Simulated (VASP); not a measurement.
# Ta3N (P3m1) in VASP: single point with PBEsol

Aim: the single point of Ta3N with PBEsol.

All numbers are computed with VASP 6.6.1; they aren't measurements. Logs are shortened: lines on timing, memory, paths and dates and some standing lists are left out, and cuts for length are marked.

### Step 1. The cell of the first run

The structure is trigonal, space group P3m1 (No. 156). Conventional cell: a = 3.015 Å, b = 3.015 Å, c = 6.805 Å, α = 90.00°, β = 90.00°, γ = 120.00°. Within 3.7 Å of Ta (site symmetry 3m) lie 12 Ta at 2.81 to 3.02 Å and 2 N at 3.27 to 3.54 Å. Within 2.7 Å of Ta (site symmetry 3m) lie 3 N at 2.04 Å. Within 2.9 Å of Ta (site symmetry 3m) lie 3 N at 2.18 Å and 3 Ta at 2.83 Å. N (site symmetry 3m) has 6 Ta at 2.04 to 2.18 Å within 2.7 Å.

### Step 2. Single point, PBEsol (strained and its atoms moved)

File INCAR:

```
SYSTEM = Ta3N
PREC = Accurate ; ENCUT = 520
EDIFF = 1E-7 ; ISMEAR = 0
SIGMA = 0.1 ; LREAL = .FALSE.
LASPH = .TRUE. ; NELM = 60
ALGO = Normal ; ISIF = 2
LWAVE = .FALSE. ; LCHARG = .FALSE.
GGA = PS ; NBANDS = 27
```

File KPOINTS:

```
Automatic mesh
0
G
  15 15 6
  0 0 0
```

File POSCAR:

```
Ta3N
1.0
    3.0152738558      0.0000000000      0.0000000000
   -1.5076369280      2.6113037585      0.0000000000
    0.0000000000      0.0000000000      6.8049047442
Ta N
3 1
Direct
    0.0000000000      0.0000000000      0.4942632937
    0.3333333300      0.6666666700      0.1704378679
    0.6666666700      0.3333333300      0.8215556281
    0.0000000000      0.0000000000      0.0137432103
```

Potentials or basis: VASP PAW PBE potentials, release 64 (Ta_pv, N).

Started as:

```sh
> cat potpaw_PBE.64/Ta_pv/POTCAR potpaw_PBE.64/N/POTCAR > POTCAR
> mpirun -np 1 vasp_std > vasp.out
```

OUTCAR:

```text
SYSTEM = Ta3N
   PREC = Accurate
   ENCUT = 520
   EDIFF = 1E-7
   ISMEAR = 0
   LREAL = .FALSE.
   LASPH = .TRUE.
   NELM = 60
   ISIF = 2
   GGA = PS

 ion  position               nearest neighbor table
   1  0.000  0.000  0.494-   2 2.81   2 2.81   2 2.81   3 2.83   3 2.83   3 2.83
   2  0.333  0.667  0.170-   4 2.04   4 2.04   4 2.04   1 2.81   1 2.81   1 2.81   3 2.94   3 2.94
                             3 2.94
   3  0.667  0.333  0.822-   4 2.18   4 2.18   4 2.18   1 2.83   1 2.83   1 2.83   2 2.94   2 2.94
                             2 2.94
   4  0.000  0.000  0.014-   2 2.04   2 2.04   2 2.04   3 2.18   3 2.18   3 2.18

  LATTYP: Found a hexagonal cell.
 ALAT       =     3.0152738558
 C/A-ratio  =     2.2568115102

  Lattice vectors:

 A1 = (   3.0152738558,   0.0000000000,   0.0000000000)
 A2 = (  -1.5076369280,   2.6113037585,   0.0000000000)
 A3 = (   0.0000000000,   0.0000000000,   6.8049047442)

Analysis of symmetry for initial positions (statically):
=====================================================================
 Subroutine PRICEL returns:
 Original cell was already a primitive cell.

 Routine SETGRP: Setting up the symmetry group for a
 hexagonal supercell.

 Subroutine GETGRP returns: Found  6 space group operations
 (whereof  6 operations were pure point group operations)
 out of a pool of 24 trial point group operations.

The static configuration has the point symmetry C_3v.

Analysis of symmetry for dynamics (positions and initial velocities):
=====================================================================
 Subroutine PRICEL returns:
 Original cell was already a primitive cell.

 Routine SETGRP: Setting up the symmetry group for a
 hexagonal supercell.

 Subroutine GETGRP returns: Found  6 space group operations
 (whereof  6 operations were pure point group operations)
 out of a pool of 24 trial point group operations.

The dynamic configuration has the point symmetry C_3v.

 Subroutine INISYM returns: Found  6 space group operations
 (whereof  6 operations are pure point group operations),
 and found     1 'primitive' translations

----------------------------------------------------------------------------------------

                                     Primitive cell

  volume of cell :      53.5804

  direct lattice vectors                    reciprocal lattice vectors
     3.015273856  0.000000000  0.000000000     0.331644835  0.191475235  0.000000000
    -1.507636928  2.611303759  0.000000000     0.000000000  0.382950469  0.000000000
     0.000000000  0.000000000  6.804904744     0.000000000  0.000000000  0.146952829

[... 90 lines left out ...]
   NSW    =      0    number of steps for IOM
   IBRION =     -1    ionic relax: 0-MD 1-quasi-New 2-CG
   NFREE  =      0    steps in history (QN), initial steepest desc. (CG)
   ISIF   =      2    stress and relaxation
   ISYM   =      2    0-nonsym 1-usesym 2-fastsym
   POTIM  = 0.5000    time-step for ionic-motion
   TEBEG  =    0.0;   TEEND  =   0.0 temperature during run
   PSTRESS=    0.0 pullay stress
   NELECT =      38.0000    total number of electrons
   NUPDOWN=      -1.0000    fix difference up-down
   EMIN   =  10.00;   EMAX   =-10.00  energy-range for DOS
   EFERMI =   0.00;   METHOD = LEGACY
   ISMEAR =     0;   SIGMA  =   0.10  broadening in eV -4-tet -1-fermi 0-gaus
   EFERMI_NEDOS =   21; number of points for ismear=-14 and -15
   IALGO  =     38    algorithm
   IMIX   =      4    mixing-type and parameters
     AMIX     =   0.40;   BMIX     =  1.00
     AMIX_MAG =   1.60;   BMIX_MAG =  1.00
  volume/ion in A,a.u.               =      13.40        90.39
  Fermi-wavevector in a.u.,A,eV,Ry     =   1.459936  2.758880 28.999655  2.131415
  Thomas-Fermi vector in A             =   2.576445
   LORBIT       =      0    0 simple, 1 ext, 2 COOP (PROOUT), +10 PAW based schemes
   GGA     = PS    functional components
   LHFCALC =     F    Hartree Fock is set to
   AEXX    =    0.0000 exact exchange contribution
   IVDW    =     0    specifies the selected vdW correction
   LEPSILON=     F    determine dielectric tensor
   LRPA    =     F    only Hartree local field effects (RPA)
 non-spin polarized calculation
 Gauss-broadening in eV      SIGMA  =   0.10
  energy-cutoff  :      520.00
  volume of cell :       53.58
 maximum number of plane-waves:      1468
 NGX is ok and might be reduce to    24
   NGX = 11   NGY = 11   NGZ = 25

 number of electron      37.9999998 magnetization

 Free energy of the ion-electron system (eV)
  ---------------------------------------------------
  ext. energy  EPLUGINS =         0.00000000
  ---------------------------------------------------
  free energy    TOTEN  =       -47.75885956 eV

  energy without entropy =      -47.74913080  energy(sigma->0) =      -47.75399518

 E-fermi :   7.4959     XC(G=0): -13.3900

 val. band max:        7.4953493782   @ k =   0.2667   0.2667   0.1667
 cond. band min:       7.5028585728   @ k =   0.0000   0.3333   0.3333
 fundamental gap:      0.0075091946
 Fermi energy:         7.4959390669

 k-point     1 :       0.0000    0.0000    0.0000
  band No.  band energies     occupation
      1     -27.6331      2.00000
      2     -27.1979      2.00000
      3     -26.8231      2.00000
      4     -26.8231      2.00000
      5     -26.7510      2.00000
      6     -26.7510      2.00000
[... 709 lines left out ...]
     26      12.6601      0.00000
     27      13.1225      0.00000

 [... further k-points ...]

------------------------ aborting loop because EDIFF is reached ----------------------------------------

  FORCE on cell =-STRESS in cart. coord.  units (eV):
  Direction    XX          YY          ZZ          XY          YZ          ZX
  --------------------------------------------------------------------------------------
  -------------------------------------------------------------------------------------
  Total        7.4907278      7.4907278     12.0392685     -0.0000000      0.0000000      0.0000000
  in kB      223.9898763    223.9898763    360.0016382     -0.0000000      0.0000000      0.0000000
  external PRESSURE =     269.3271303 kB  Pullay stress =       0.0000000 kB

 VOLUME and BASIS-vectors are now :
 -----------------------------------------------------------------------------
  energy-cutoff  :      520.00
  volume of cell :       53.58
      direct lattice vectors                 reciprocal lattice vectors
     3.015273856  0.000000000  0.000000000     0.331644835  0.191475235  0.000000000
    -1.507636928  2.611303759  0.000000000     0.000000000  0.382950469  0.000000000
     0.000000000  0.000000000  6.804904744     0.000000000  0.000000000  0.146952829

 POSITION                                       TOTAL-FORCE (eV/Angst)
 -----------------------------------------------------------------------------------
      0.00000      0.00000      3.36341        -0.000000     -0.000000      0.744441
     -0.00000      1.74087      1.15981         0.000000     -0.000000      0.697133
      1.50764      0.87043      5.59061        -0.000000     -0.000000      0.965799
      0.00000      0.00000      0.09352        -0.000000      0.000000     -2.407372
 -----------------------------------------------------------------------------------
    total drift:                               -0.000000      0.000000     -0.000010

  FREE ENERGIE OF THE ION-ELECTRON SYSTEM (eV)
  ---------------------------------------------------
  free  energy   TOTEN  =       -47.7588595596 eV

  energy  without entropy=      -47.7491307986  energy(sigma->0) =      -47.75399518
```

stdout:

```text
POSCAR found type information on POSCAR TaN
 POSCAR found :  2 types and       4 ions
 scaLAPACK will be used
 -----------------------------------------------------------------------------
|                                                                             |
|                                                                             |
|     You enforced a specific xc type in the INCAR file but a different       |
|     I HOPE YOU KNOW WHAT YOU ARE DOING!                                     |
|                                                                             |
 -----------------------------------------------------------------------------

 LDA part: xc-table for (Slater+PW92), standard interpolation
 POSCAR, INCAR and KPOINTS ok, starting setup
 FFT: planning ... GRIDC
 FFT: planning ... GRID_SOFT
 FFT: planning ... GRID
 WAVECAR not read
 entering main loop
```

Run time: 2.2 min. Hardware: 1 thread of Intel Xeon Platinum 8488C (Sapphire Rapids), shared host; peak memory 0.31 GiB.

What came out:

| Item | Value |
| --- | --- |
| Free energy | -47.7589 eV |
| Pressure | 26.9 GPa |
| Largest force | 2.407 eV/Å |
| Band gap on the k mesh | zero (band 19 reaches 8.06 eV, above the bottom of band 20 at 7.06 eV) |

Forces in eV/Å, atoms in the order of the input:
```
Ta   0.000  0.000  0.744
Ta   0.000  0.000  0.697
Ta   0.000  0.000  0.966
N    0.000  0.000 -2.407
```

Stress tensor (GPa, compression positive):
```
22.40  0.00  0.00
 0.00 22.40  0.00
 0.00  0.00 36.00
```

Caveat: the cell differs from its parent crystal (strained and its atoms moved); the PAW data sets were made with another functional, which shifts forces and pressure a little; spin-orbit coupling is left out, which moves the levels of the heavy elements.
